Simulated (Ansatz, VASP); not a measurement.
## One calculation of LiF, two programs

Contents of INCAR:

```
ALGO = Normal
EDIFF = 1E-6
ENCUT = 520
GGA = PE
ISIF = 2
ISMEAR = 0
LASPH = True
LCHARG = False
LREAL = False
LWAVE = False
NBANDS = 36
NELM = 60
PREC = Accurate
SIGMA = 0.1
```

KPOINTS

```
k-points
0
Gamma
  6 6 6
```

File POSCAR:

```
LiF
1.0
    2.8435283100      1.6417118300      3.3715186600
   -2.8435283100      1.6417118300      3.3715186600
    0.0000000000     -3.2834236700      3.3715186600
Li F
5 5
Direct
    0.1647721900      0.1647721900      0.1647721900
    0.8352278100      0.8352278100      0.8352278100
    0.6121795600      0.0000000000      0.3878204400
    0.3878204400      0.6121795600      0.0000000000
    0.0000000000      0.3878204400      0.6121795600
    0.3352278100      0.3352278100      0.3352278100
    0.1121795600      0.5000000000      0.8878204400
    0.8878204400      0.1121795600      0.5000000000
    0.5000000000      0.8878204400      0.1121795600
    0.6647721900      0.6647721900      0.6647721900
```

Input for Ansatz:

```yaml
crystal:
  lattice:
    - [2.84352831, 1.64171183, 3.37151866]
    - [-2.84352831, 1.64171183, 3.37151866]
    - [0.0, -3.28342367, 3.37151866]
  atoms:
    - { symbol: Li, position: [0.16477219, 0.16477219, 0.16477219] }
    - { symbol: Li, position: [0.83522781, 0.83522781, 0.83522781] }
    - { symbol: Li, position: [0.61217956, 0.0, 0.38782044] }
    - { symbol: Li, position: [0.38782044, 0.61217956, 0.0] }
    - { symbol: Li, position: [0.0, 0.38782044, 0.61217956] }
    - { symbol: F, position: [0.33522781, 0.33522781, 0.33522781] }
    - { symbol: F, position: [0.11217956, 0.5, 0.88782044] }
    - { symbol: F, position: [0.88782044, 0.11217956, 0.5] }
    - { symbol: F, position: [0.5, 0.88782044, 0.11217956] }
    - { symbol: F, position: [0.66477219, 0.66477219, 0.66477219] }
basis:
  ecutwfc: 420
kpoints:
  mp_grid: { grid: [6, 6, 6] }
hamiltonian:
  xc: pbe
scf:
  occupations: { method: gaussian, width: 0.1 }
  lower_state_search: "off"
output:
  forces: true
  stress: true
  eigenvalues: true
```

Alike in both runs: task single point; functional PBE; k mesh 6 × 6 × 6; occupations gaussian, width 0.1 eV; no spin polarisation.

|  | VASP | Ansatz |
| --- | --- | --- |
| version | VASP 6.6.1 | Ansatz 0.2.0 |
| potentials or method | VASP PAW PBE potentials, release 64 (Li_sv, F), cutoff 520 eV | scalar-relativistic, plane waves, PAW |
| valence electrons in the cell | 50 | 50 |

Ansatz gave:

```
gap on the k mesh at the Fermi level (eV) : 5.93
least direct gap on the mesh (eV)         : 5.93
rms of the force components (eV/Å)        : 0.369
```

Estimate VASP's values.

gap on the k mesh at the Fermi level (eV): 5.92; least direct gap on the mesh (eV): 5.92; rms of the force components (eV/Å): 0.376.

Atom by atom the forces differ by 0.020 eV/Å (rms over components).

Noted on VASP's run: the cutoff is under 1.25 times that of the potentials, so the pressure is a little rough.
